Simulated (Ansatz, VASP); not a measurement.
This is a calculation of HfC for VASP 6.6.1.

File POSCAR:

```
HfC
1.0
    3.2746251489      0.0000000000      0.0000000000
   -1.6373125744      2.8359085668      0.0000000000
    0.0000000000      0.0000000000      5.0965063620
Hf C
2 2
Direct
    0.3333333333      0.6666666667      0.2500000000
    0.6666666667      0.3333333333      0.7500000000
    0.0000000000      0.0000000000      0.5000000000
    0.0000000000      0.0000000000      0.0000000000
```

Contents of INCAR.step1:

```
SYSTEM = HfC
  PREC = Accurate
  ENCUT = 520
  ISMEAR = -1
  SIGMA = 0.05
  LREAL = .False.
  LASPH = .True.
  NELM = 100
  NBANDS = 22
  GGA = PE
  ALGO = Normal
  EDIFF = 1E-4
  LWAVE = .True.
  LCHARG = .False.
```

File INCAR.step2:

```
SYSTEM = HfC
  PREC = Accurate
  ENCUT = 520
  EDIFF = 1E-7
  ISMEAR = -1
  SIGMA = 0.05
  LREAL = .False.
  LASPH = .True.
  NELM = 100
  ALGO = Normal
  ISIF = 2
  LWAVE = .False.
  LCHARG = .False.
  METAGGA = R2SCAN
  LMIXTAU = .True.
  NBANDS = 22
  ISTART = 1
```

Contents of KPOINTS:

```
regular mesh
0
Gamma
  9 9 5
  0 0 0
```

Potentials or basis: VASP PAW PBE potentials, release 64 (Hf_pv, C).

Run with:

```sh
$ cat potpaw_PBE.64/Hf_pv/POTCAR potpaw_PBE.64/C/POTCAR > POTCAR
$ cp INCAR.step1 INCAR
$ mpirun -np 1 vasp_std > vasp.out
$ cp INCAR.step2 INCAR
$ mpirun -np 1 vasp_std > vasp.out
```

Q: Set up the same calculation for Ansatz 0.2.0. Potentials there: Ansatz PAW.

A: As run (the cutoff follows the program's own potentials):

The input input.yaml:

```yaml
crystal:
  lattice:
    - [3.2746251489, 0.0, 0.0]
    - [-1.6373125744, 2.8359085668, 0.0]
    - [0.0, 0.0, 5.096506362]
  atoms:
    - { symbol: Hf, position: [0.3333333333, 0.6666666667, 0.25] }
    - { symbol: Hf, position: [0.6666666667, 0.3333333333, 0.75] }
    - { symbol: C, position: [0.0, 0.0, 0.5] }
    - { symbol: C, position: [0.0, 0.0, 0.0] }
hamiltonian:
  xc: r2scan
  pseudopotentials: { kind: paw }
kpoints:
  mp_grid: { grid: [9, 9, 5] }
scf:
  occupations: { method: fermi_dirac, width: 0.05 }
output:
  forces: true
  stress: true
  eigenvalues: true
```

Potentials or basis: Ansatz PAW.

The run is started by

```sh
$ ansatz run input.yaml --threads 2 --pin off --max-ram 5632MiB --backend cpu --events-out ev --progress --plain --runs-dir out
```

Both were run:

|  | VASP | Ansatz | Ansatz less VASP |
| --- | --- | --- | --- |
| gap on the k mesh at the Fermi level (eV) | none | none | - |
| pressure (GPa) | 12.6 | 13.5 | +0.88 |
| traceless stress, the component that is largest in VASP (GPa) | 3.50 | 3.42 | -0.077 |

VASP's potentials were made for PBE, not for r2SCAN. A gap of «none» marks a metal or a gap that the smearing closes. The functional is the same, so the differences come from potentials, cutoffs and numerics. VASP's potentials hold 28 valence electrons a cell and Ansatz's 60, so a difference there can come from the potentials and not from the codes.

Neither program's run includes spin-orbit coupling.
